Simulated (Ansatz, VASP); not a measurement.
**PtSe2: VASP beside Ansatz**

File INCAR:

```
  PREC = Accurate
  ENCUT = 520
  EDIFF = 1E-7
  ISMEAR = 0
  SIGMA = 0.028999999999999998
  LREAL = False
  LASPH = True
  NELM = 60
  ALGO = Normal
  ISIF = 2
  LWAVE = False
  LCHARG = False
  GGA = PE
  NBANDS = 18
```

File KPOINTS:

```
regular mesh
0
Gamma
  8 8 5
```

Contents of POSCAR:

```
PtSe2
1.0
    3.7240000000      0.0000000000      0.0000000000
   -1.8620000000      3.2250786037      0.0000000000
    0.0000000000      0.0000000000      5.0620000000
Pt Se
1 2
Direct
    0.0000000000      0.0000000000      0.0000000000
    0.6666666667      0.3333333333      0.7500000000
    0.3333333333      0.6666666667      0.2500000000
```

The input input.yaml:

```yaml
crystal:
  lattice:
    - [3.724, 0.0, 0.0]
    - [-1.862, 3.2250786037, 0.0]
    - [0.0, 0.0, 5.062]
  atoms:
    - { symbol: Pt, position: [0.0, 0.0, 0.0] }
    - { symbol: Se, position: [0.6666666667, 0.3333333333, 0.75] }
    - { symbol: Se, position: [0.3333333333, 0.6666666667, 0.25] }
hamiltonian:
  xc: pbe
  pseudopotentials: { kind: paw }
kpoints:
  mp_grid: { grid: [8, 8, 5] }
scf:
  occupations: { method: gaussian, width: 0.029 }
output:
  forces: true
  stress: true
  eigenvalues: true
  write_density: true
  write_potential: true
  elf: true
  volumetric_format: npy
```

Alike in both runs: task single point; functional PBE; k mesh 8 × 8 × 5; occupations gaussian, width 0.029 eV; no spin polarisation.

|  | VASP | Ansatz |
| --- | --- | --- |
| version | VASP 6.6.1 | Ansatz 0.2.0 |
| potentials or method | VASP PAW PBE potentials, release 64 (Pt, Se) | Ansatz PAW |
| plane-wave cutoff (eV) | 520 | 420 |
| valence electrons in the cell | 22 | 50 |

```csv
,VASP,Ansatz,Ansatz less VASP
gap on the k mesh at the Fermi level (eV),none,none,-
pressure (GPa),7.3,7.3,+0.01
"traceless stress, the component that is largest in VASP (GPa)",-1.16,-1.15,+0.008
rms of the force components (eV/Å),0.272,0.269,-0.0031
```

Atom by atom the forces differ by 0.003 eV/Å (rms over components). A gap of «none» marks a metal or a gap that the smearing closes. VASP's potentials hold 22 valence electrons a cell and Ansatz's 50, so a difference there can come from the potentials and not from the codes.

Spin-orbit coupling is off throughout.
